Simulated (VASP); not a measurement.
Crystal: MgH2.

```
Mg H
1.0
     2.38233   -2.45723    0.00000
     2.38233    2.45723    0.00000
     0.00000    0.00000    4.49303
Mg H
2 4
Direct
  0.65608 0.34392 0.78564
  0.34392 0.65608 0.28564
  0.35729 0.15599 0.10712
  0.64271 0.84401 0.60712
  0.15599 0.35729 0.60712
  0.84401 0.64271 0.10712
```

```yaml
Program: VASP 6.6.1
Task: relaxation of cell and atoms
Functional: PBE
Potentials_or_basis: VASP PAW PBE potentials, release 64 (Mg, H)
Cutoff: 600 eV
k_mesh: 6 × 6 × 4
Occupations: gaussian, width 0.1 eV
Spin: no spin polarisation
```

At the start: pressure 10.3 GPa; volume 8.77 Å³/atom.

Q: How do energy, volume and symmetry change on relaxing?

A: Over 18 steps the energy falls by 69.7 meV/atom and the volume is 9.59 Å³/atom (+9.3 %); space group Cmc2_1 (No. 36, to 0.05 Å).

Step by step:
| step | energy change (eV) | largest force (eV/Å) | pressure (GPa) | volume (Å³) |
| --- | --- | --- | --- | --- |
| 1 | 0.0000 | 1.0578 | 10.27 | 52.60 |
| 2 | -0.2831 | 0.4958 | 3.72 | 56.99 |
| 3 | -0.3487 | 0.2198 | -1.04 | 61.80 |
| 4 | -0.3511 | 0.2098 | -0.43 | 61.05 |
| 5 | -0.3511 | 0.2168 | -0.27 | 60.87 |
| 6 | -0.3648 | 0.1823 | -0.30 | 60.85 |
| 7 | -0.3756 | 0.1998 | -0.28 | 60.79 |
| 8 | -0.3855 | 0.1482 | -0.22 | 60.52 |
| 9 | -0.3996 | 0.0699 | -0.04 | 59.70 |
| 10 | -0.3997 | 0.0710 | -0.02 | 59.62 |
| 11 | -0.4036 | 0.0618 | -0.06 | 59.49 |
| 12 | -0.4109 | 0.0459 | -0.21 | 59.08 |
| 13 | -0.4085 | 0.0403 | -0.55 | 58.25 |
| 14 | -0.4124 | 0.0410 | -0.34 | 58.75 |
| 15 | -0.4150 | 0.0201 | -0.21 | 58.39 |
| 16 | -0.4168 | 0.0564 | 0.03 | 57.79 |
| 17 | -0.4174 | 0.0431 | 0.03 | 57.72 |
| 18 | -0.4180 | 0.0378 | 0.05 | 57.51 |

Final structure:
```
Mg H
1.0
     2.44242   -2.49924    0.00000
     2.44242    2.49924    0.00000
     0.00000    0.00000    4.71106
Mg H
2 4
Cartesian
  2.4424 -1.0750 3.8131
  2.4424 1.0750 1.4576
  1.2409 -0.3606 0.4487
  3.6439 0.3606 2.8042
  1.2409 0.3606 2.8042
  3.6439 -0.3606 0.4487
```
